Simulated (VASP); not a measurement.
# Si3N (P1) in VASP: further runs, part 2 of 2

VASP 6.6.1. The steps go on from the part before.

## 3. Relaxation of cell and atoms, PBE

This run uses another cell than the first one, of 15.50 Å³/atom, 0.947 times its volume.

File INCAR:

```
SYSTEM = Si3N
PREC     = Accurate       ! precision mode
ENCUT    = 600            ! plane-wave cutoff, eV
EDIFF    = 1E-6           ! SCF threshold, eV
ISMEAR   = 0              ! smearing method
SIGMA    = 0.1            ! smearing width, eV
LREAL    = .False.        ! projectors in reciprocal space
LASPH    = .True.         ! aspherical terms in the spheres
NELM     = 100            ! most SCF steps
ALGO     = Normal         ! electronic algorithm
ISIF     = 3              ! what is computed and relaxed
LWAVE    = .False.        ! write WAVECAR
LCHARG   = .False.        ! write CHGCAR
GGA      = PE             ! functional
IBRION   = 2              ! ionic algorithm
NSW      = 90             ! ionic steps
EDIFFG   = -0.04          ! ionic threshold
```

File KPOINTS:

```
regular mesh
0
Gamma
  4 6 6
  0 0 0
```

File POSCAR:

```
Si3N
1.0
    4.7266386829      0.0000000000      0.0000000000
   -1.6518954718      3.6113879675      0.0000000000
   -0.8964669109      0.4318981759      3.6332823637
Si N
3 1
Direct
    0.3183972453      0.3495879094      0.1721099609
    0.9438681102      0.6783985619      0.5484350041
    0.6762903683      0.8428446841      0.8203685710
    0.5060505929      0.6239468960      0.0673481351
```

Potentials or basis: VASP PAW PBE potentials, release 64 (Si, N).

On the command line:

```console
$ cat potpaw_PBE.64/Si/POTCAR potpaw_PBE.64/N/POTCAR > POTCAR
$ mpirun -np 1 vasp_std > vasp.out
```

OUTCAR:

```text
SYSTEM = Si3N
   PREC = Accurate
   ENCUT = 600
   EDIFF = 1E-6
   ISMEAR = 0
   LREAL = .False.
   LASPH = .True.
   NELM = 100
   ISIF = 3
   GGA = PE
   IBRION = 2
   NSW = 90
   EDIFFG = -0.04

 ion  position               nearest neighbor table
   1  0.318  0.350  0.172-   4 1.15   3 2.39   2 2.83   2 2.83   2 3.01   3 3.02   3 3.14
   2  0.944  0.678  0.548-   3 2.16   4 2.37   3 2.80   1 2.83   1 2.83   1 3.01   3 3.07
   3  0.676  0.843  0.820-   4 1.31   2 2.16   1 2.39   2 2.80   1 3.02   2 3.07   1 3.14
   4  0.506  0.624  0.067-   1 1.15   3 1.31   2 2.37

 -----------------------------------------------------------------------------
|                                                                             |
|           W    W    AA    RRRRR   N    N  II  N    N   GGGG   !!!           |
|           W    W   A  A   R    R  NN   N  II  NN   N  G    G  !!!           |
|           W    W  A    A  R    R  N N  N  II  N N  N  G       !!!           |
|           W WW W  AAAAAA  RRRRR   N  N N  II  N  N N  G  GGG   !            |
|           WW  WW  A    A  R   R   N   NN  II  N   NN  G    G                |
|           W    W  A    A  R    R  N    N  II  N    N   GGGG   !!!           |
|                                                                             |
|     The distance between some ions is very small. Please check the          |
|     nearest-neighbor list in the OUTCAR file.                               |
|     I HOPE YOU KNOW WHAT YOU ARE DOING!                                     |
|                                                                             |
 -----------------------------------------------------------------------------

  LATTYP: Found a triclinic cell.
 ALAT       =     9.9479882339
[... 199 lines left out ...]
  -------------------------------------------------------------------------------------
  Total       29.9355996     61.7130257     31.3617818     39.4524603    -34.1190265    -27.0926402
  in kB      773.3442145   1594.2694352    810.1876321   1019.1989603   -881.4171802   -699.9003467
  external PRESSURE =    1059.2670939 kB  Pullay stress =       0.0000000 kB
[... 1562 lines left out ...]
      1     -11.0195      2.00000
      2      -4.5893      2.00000
      3      -1.8215      2.00000
      4       0.2190      2.00000
      5       1.1174      2.00000
      6       1.6426      2.00000
      7       2.7065      2.00000
      8       5.9392      2.00000
      9       7.7507      0.00000
     10       8.1283      0.00000
     11       9.2213      0.00000
     12      10.1923      0.00000

 [... further k-points ...]

[... ionic steps 4 to 79 ...]

--------------------------------------- Ionic step       80  -------------------------------------------

 number of electron      16.9999999 magnetization

------------------------ aborting loop because EDIFF is reached ----------------------------------------
[... 71 lines left out ...]
--------------------------------------- Ionic step       82  -------------------------------------------

 number of electron      16.9999999 magnetization

 Free energy of the ion-electron system (eV)
  ---------------------------------------------------
  ext. energy  EPLUGINS =         0.00000000
  ---------------------------------------------------
  free energy    TOTEN  =       -24.53973161 eV

  energy without entropy =      -24.53695012  energy(sigma->0) =      -24.53834086

 E-fermi :   7.9725     XC(G=0): -10.3312

 val. band max:        7.9704987779   @ k =   0.0000   0.3333   0.5000
 cond. band min:       8.0160406227   @ k =   0.2500  -0.3333   0.1667
 fundamental gap:      0.0455418448
 Fermi energy:         7.9724857347
[... 391 lines left out ...]
  FREE ENERGIE OF THE ION-ELECTRON SYSTEM (eV)
  ---------------------------------------------------
  free  energy   TOTEN  =       -24.5397316081 eV

  energy  without entropy=      -24.5369501182  energy(sigma->0) =      -24.53834086

 reached required accuracy - stopping structural energy minimisation
```

OSZICAR:

```text
N       E                     dE             d eps       ncg     rms          rms(c)
DAV:   1     0.917920489858E+02    0.91792E+02   -0.79477E+03  1824   0.131E+03
[... 665 lines left out ...]
DAV:   8    -0.242181250959E+02   -0.10097E-06   -0.19197E-06  1160   0.129E-02
  59 F= -.24218125E+02 E0= -.24217199E+02  d E =-.114343E+00
       N       E                     dE             d eps       ncg     rms          rms(c)
DAV:   1    -0.242714747872E+02   -0.53350E-01   -0.19378E+00  1876   0.126E+01    0.793E-01
DAV:   2    -0.242662770344E+02    0.51978E-02   -0.62973E-02  2376   0.215E+00    0.392E-01
DAV:   3    -0.242616347585E+02    0.46423E-02   -0.68092E-03  2252   0.731E-01    0.116E-01
DAV:   4    -0.242615028672E+02    0.13189E-03   -0.18153E-03  2380   0.339E-01    0.425E-02
DAV:   5    -0.242614960594E+02    0.68079E-05   -0.10399E-04  2172   0.905E-02    0.240E-02
```

Wall time 49 min (1 thread of AMD EPYC 7R13 (Zen 3), shared host); peak memory 0.21 GiB.

What came out:

```
Free energy                            : -24.5397 eV
Relaxed volume                         : 14.41 Å³/atom
Relaxed cell                           : a = 3.841 Å, b = 5.591 Å, c = 2.766 Å, α = 90.87°, β = 76.63°, γ = 94.08°
Space group after relaxing (to 0.05 Å) : P1 (No. 1)
Energy gained by relaxing              : 4821.7 meV/atom
Ionic steps                            : 82
Pressure after relaxing                : -0.1 GPa
Largest force after relaxing           : 0.037 eV/Å
```

Forces on the atoms (eV/Å):
```
Si   0.000 -0.005  0.009
Si  -0.010 -0.004 -0.029
Si  -0.020  0.001  0.000
N    0.030  0.007  0.020
```

The path:
```
step  energy change (eV)  largest force (eV/Å)  pressure (GPa)  volume (Å³)
   1              0.0000               70.3619          105.93        62.02
   4             -2.6665                7.9513           -5.75       189.61
   7             -7.8283                2.4548           -8.04       144.22
  10             92.2199              195.0627          837.51        34.14
  13             -6.6114               45.2171           73.23        65.32
  16            -15.1627                2.8191            2.70        82.57
  19            -15.7073                1.4563           -3.86        83.91
  22            -15.9141                1.1745           -6.69        83.51
  25            -16.2309                3.2567           -7.79        79.17
  28            -16.2797                2.9142           14.77        63.47
  31            -16.9390                0.9806            0.70        69.97
  34            -17.0965                3.4393            2.15        69.26
  37            -17.4587                3.1008           -0.40        69.07
  40            -17.6753                2.1138           -2.73        68.41
  43            -18.0800                1.1631           -3.71        65.60
  46            -18.3046                0.9447            0.57        61.80
  49            -18.4287                0.9547           -1.68        60.64
  52            -18.5385                1.6169           -0.11        57.57
  55            -18.8141                0.6527            3.68        55.48
  58            -18.9292                0.6969            0.16        56.72
  61            -19.0129                0.6342            0.14        57.22
  64            -19.1146                0.4370            0.16        57.48
  67            -19.1596                0.6318           -1.27        58.70
  70            -19.2444                0.5181           -0.11        57.88
  73            -19.2740                0.2849            0.12        57.42
  76            -19.2848                0.1111           -0.20        57.70
  79            -19.2862                0.0486            0.18        57.57
  82            -19.2867                0.0366           -0.05        57.65
```

Final structure:
```
CELL_PARAMETERS angstrom
3.59905 0.48272 1.25143
-1.13429 5.47440 -0.07175
-0.26627 -0.06206 2.75288
ATOMIC_POSITIONS crystal
Si 0.73410 0.52110 0.18211
Si 0.22076 0.74398 0.60954
Si 0.74039 0.01957 0.65726
N 0.74935 0.21012 0.15935
```

Levels at points of the mesh, in eV from the Fermi level:
```tsv
k point	band 6	band 7	band 8	band 9	band 10	band 11
(0.00, 0.00, 0.00)	-3.57	-2.46	-1.82	0.22	0.84	4.20
(0.50, 0.00, 0.00)	-4.38	-4.20	-1.46	2.73	4.48	4.93
(0.00, 0.50, 0.00)	-4.19	-3.71	-1.28	1.87	2.32	3.91
(0.50, 0.50, 0.00)	-4.53	-4.22	-1.77	2.36	4.26	4.87
(0.00, 0.00, 0.50)	-4.25	-3.46	-2.14	-0.32	1.56	2.27
(0.50, 0.00, 0.50)	-4.76	-3.46	-3.08	-2.78	-0.67	1.62
(0.00, 0.50, 0.50)	-3.63	-2.26	-2.08	-1.10	-0.39	1.93
(0.50, 0.50, 0.50)	-4.42	-3.95	-3.22	-1.29	-0.80	1.33
```

Caveat: the k points lie up to 0.42 Å⁻¹ apart in the final cell.
